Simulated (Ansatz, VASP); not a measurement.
# CoPdO2: VASP beside Ansatz

The input INCAR:

```
  PREC = Accurate
  ENCUT = 520
  EDIFF = 1E-6
  ISMEAR = 0
  SIGMA = 0.05
  LREAL = F
  LASPH = T
  NELM = 150
  ALGO = Normal
  ISIF = 2
  LWAVE = F
  LCHARG = F
  ISPIN = 2
  MAGMOM = 3 2 0 0
  LORBIT = 11
  LMAXMIX = 4
  LDAU = T
  LDAUTYPE = 2
  LDAUL = 2 -1 -1
  LDAUU = 3.3 0 0
  LDAUJ = 0 0 0
  LDAUPRINT = 1
  GGA = PE
  NBANDS = 28
```

Contents of KPOINTS:

```
Automatic mesh
0
Gamma
  10 10 10
```

Contents of POSCAR:

```
CoPdO2
1.0
    1.4224998091      0.8212806477      5.9600012628
   -1.4224998091      0.8212806477      5.9600012628
    0.0000000000     -1.6425612954      5.9600012628
Co Pd O
1 1 2
Direct
    0.5000000000      0.5000000000      0.5000000000
    0.0000000000      0.0000000000      0.0000000000
    0.1121500000      0.1121500000      0.1121500000
    0.8878500000      0.8878500000      0.8878500000
```

Input for Ansatz:

```yaml
crystal:
  lattice:
    - [1.4224998091, 0.8212806477, 5.9600012628]
    - [-1.4224998091, 0.8212806477, 5.9600012628]
    - [0.0, -1.6425612954, 5.9600012628]
  atoms:
    - { symbol: Co, position: [0.5, 0.5, 0.5], spin: 3.0 }
    - { symbol: Pd, position: [0.0, 0.0, 0.0], spin: 2.0 }
    - { symbol: O, position: [0.11215, 0.11215, 0.11215] }
    - { symbol: O, position: [0.88785, 0.88785, 0.88785] }
basis:
  ecutwfc: 420
  ecutrho_ratio: 4
kpoints:
  mp_grid: { grid: [10, 10, 10] }
hamiltonian:
  xc: pbe
  hubbard: { sites: [{ species: Co, l: d, u_eff: 3.3 }] }
scf:
  occupations: { method: gaussian, width: 0.05 }
  lower_state_search: "off"
output:
  forces: true
  stress: true
  eigenvalues: true
  populations: true
  hubbard: { sites: [{ species: Co, l: d }] }
magnetization:
  spin_polarized: true
checkpoint:
  read: start.run
  write: ck
  compress: false
  write_wavefunctions: false
  write_every: 100000
```

Alike in both runs: task single point; functional PBE; k mesh 10 × 10 × 10; occupations gaussian, width 0.05 eV; collinear spin; Hubbard terms Co d U = 3.3 eV.

|  | VASP | Ansatz |
| --- | --- | --- |
| version | VASP 6.6.1 | Ansatz 0.2.0 |
| potentials or method | VASP PAW PBE potentials, release 64 (Co, Pd, O), cutoff 520 eV | scalar-relativistic, plane waves, PAW |
| valence electrons in the cell | 31 | 47 |

Ansatz gave:

```
gap on the k mesh at the Fermi level (eV)                     : none
pressure (GPa)                                                : 2.4
traceless stress, the component that is largest in VASP (GPa) : -1.82
rms of the force components (eV/Å)                            : 0.025
net moment per atom (μB)                                      : 0.00
size of the moment on the site where the two differ most (μB) : 0.00
```

Q: Which values does VASP return?

A: gap on the k mesh at the Fermi level (eV): none; pressure (GPa): 16.0; traceless stress, the component that is largest in VASP (GPa): -3.16; rms of the force components (eV/Å): 0.577; net moment per atom (μB): 0.55; size of the moment on the site where the two differ most (μB): 2.22.

The net moments are unlike, so the other rows may belong to different states. Site moments also hang on the region over which each program counts them. The programs project onto different local orbitals, so the same U acts differently, and such runs can settle in different states. Atom by atom the forces differ by 0.553 eV/Å (rms over components). A gap of «none» marks a metal or a gap that the smearing closes. VASP's potentials hold 31 valence electrons a cell and Ansatz's 47, so a difference there can come from the potentials and not from the codes. Ansatz's warnings: filled band counts differ across k points, seeded moment not kept.
